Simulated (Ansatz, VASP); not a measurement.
## Two plane-wave programs on CrGaC4N4

```
Cr Ga C N
1.0
     5.89881    0.00000    0.00000
     0.00000    5.89881    0.00000
     0.00000    0.00000    5.89881
Cr Ga C N
1 1 4 4
Direct
  0.00000 0.00000 0.00000
  0.50000 0.50000 0.50000
  0.20039 0.20039 0.20039
  0.20039 0.79961 0.79961
  0.79961 0.20039 0.79961
  0.79961 0.79961 0.20039
  0.31564 0.31564 0.31564
  0.31564 0.68436 0.68436
  0.68436 0.31564 0.68436
  0.68436 0.68436 0.31564
```

Alike in both runs: functional PBE; k mesh 4 × 4 × 4; occupations gaussian, width 0.1 eV; collinear spin.

Ansatz relaxed the structure, and its values are those at the end. VASP's run is a single point on that final structure, the one shown.

```csv
,VASP,Ansatz
version,VASP 6.6.1,Ansatz 0.2.0
potentials or method,"VASP PAW PBE potentials, release 64 (Cr_pv, Ga_d, C, N), cutoff 520 eV","scalar-relativistic, plane waves, PAW"
valence electrons in the cell,61,63
```

|  | VASP | Ansatz | Ansatz less VASP |
| --- | --- | --- | --- |
| gap on the k mesh at the Fermi level (eV) | 1.14 | 1.13 | -0.009 |
| least direct gap on the mesh (eV) | 1.14 | 1.13 | -0.009 |
| pressure (GPa) | 0.4 | 0.1 | -0.30 |
| rms of the force components (eV/Å) | 0.169 | 0.007 | -0.1612 |
| net moment per atom (μB) | 0.50 | 0.50 | 0.000 |
| size of the moment on the site where the two differ most (μB) | 3.50 | 2.87 | -0.626 |

Site moments also hang on the region over which each program counts them. VASP's potentials hold 61 valence electrons a cell and Ansatz's 63, so a difference there can come from the potentials and not from the codes.

Noted on VASP's run: the standard files for N, O and F lose accuracy on very short bonds.
